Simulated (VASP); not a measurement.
Input of a VASP 6.6.1 run:

File INCAR:

```
  ALGO = Normal
  EDIFF = 1E-6
  EDIFFG = -0.04
  ENCUT = 600
  GGA = PE
  IBRION = 2
  ISIF = 3
  ISMEAR = 0
  LASPH = True
  LCHARG = False
  LREAL = False
  LWAVE = False
  NELM = 60
  NSW = 90
  PREC = Accurate
  SIGMA = 0.1
```

The input KPOINTS:

```
k-points
0
Gamma
  6 6 6
```

The input POSCAR:

```
OsC6
1.0
    0.0000000000      3.2014569618      3.2014569618
    3.2014569618      0.0000000000      3.2014569618
    3.2014569618      3.2014569618      0.0000000000
Os C
1 6
Direct
    0.0000000000      0.0000000000      0.0000000000
    0.3222369922      0.6777630078      0.6777630078
    0.6777630078      0.3222369922      0.3222369922
    0.6777630078      0.3222369922      0.6777630078
    0.3222369922      0.6777630078      0.3222369922
    0.6777630078      0.6777630078      0.3222369922
    0.3222369922      0.3222369922      0.6777630078
```

Potentials or basis: VASP PAW PBE potentials, release 64 (Os, C).

Run with:

```sh
$ cat potpaw_PBE.64/Os/POTCAR potpaw_PBE.64/C/POTCAR > POTCAR
$ mpirun -np 1 vasp_std > vasp.out
```

Q: Estimate the band gap on the k mesh.

A: 0.96 eV, direct.

Q: Predict the space group after relaxing (to 0.05 Å).

A: Fm-3m (No. 225).

Forces in eV/Å, atoms in the order of the input:
```
Os   0.000  0.000  0.000
C   -0.025  0.000  0.000
C    0.025  0.000  0.000
C    0.000 -0.025  0.000
C    0.000  0.025  0.000
C    0.000  0.000 -0.025
C    0.000  0.000  0.025
```

Caveat: spin-orbit coupling is left out, which moves the levels of the heavy elements. A k mesh can miss the band edges.
